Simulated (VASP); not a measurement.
Write the native input for VASP 6.6.1 that does the following.

| Property | Result |
| --- | --- |
| Task | single point |
| Functional | PBE |
| Potentials or basis | VASP PAW PBE potentials, release 64 (Mg_sv, F) |
| Cutoff | 840 eV |
| k mesh | 4 × 4 × 6 |
| Occupations | gaussian, width 0.02 eV |
| Spin | no spin polarisation |
| Dipole correction | no |
| Further INCAR settings | ALGO = Normal; EDIFF = 1e-06; NBANDS = 33 |

The structure of MgF2 lies in POSCAR:

```
MgF2
1.0
    4.6250000000      0.0000000000      0.0000000000
    0.0000000000      4.6250000000      0.0000000000
    0.0000000000      0.0000000000      3.0214800000
Mg F
2 4
Direct
    0.0000000000      0.0000000000      0.0000000000
    0.5000000000      0.5000000000      0.5000000000
    0.3030000000      0.3030000000      0.0000000000
    0.1970000000      0.8030000000      0.5000000000
    0.6970000000      0.6970000000      0.0000000000
    0.8030000000      0.1970000000      0.5000000000
```

One way to write it, as run:

INCAR

```
  PREC = Accurate
  ENCUT = 840
  EDIFF = 1E-6
  ISMEAR = 0
  SIGMA = 0.02
  LREAL = False
  LASPH = True
  NELM = 120
  ALGO = Normal
  ISIF = 2
  LWAVE = False
  LCHARG = False
  GGA = PE
  NBANDS = 33
  GGA_COMPAT = False
```

KPOINTS

```
Automatic mesh
0
Gamma
  4 4 6
```

Potentials or basis: VASP PAW PBE potentials, release 64 (Mg_sv, F).

Command:

```bash
$ cat potpaw_PBE.64/Mg_sv/POTCAR potpaw_PBE.64/F/POTCAR > POTCAR
$ mpirun -np 1 vasp_std > vasp.out
```

It gave:

```yaml
Pressure: 5.8 GPa
Largest_force: 0.073 eV/Å
Band_gap_on_the_k_mesh: 7.20 eV
```

Caveat: the cell stands under pressure.

Wall time 3.1 min on 1 thread of AMD EPYC 7571, with other jobs on the host, peak memory 0.24 GiB.
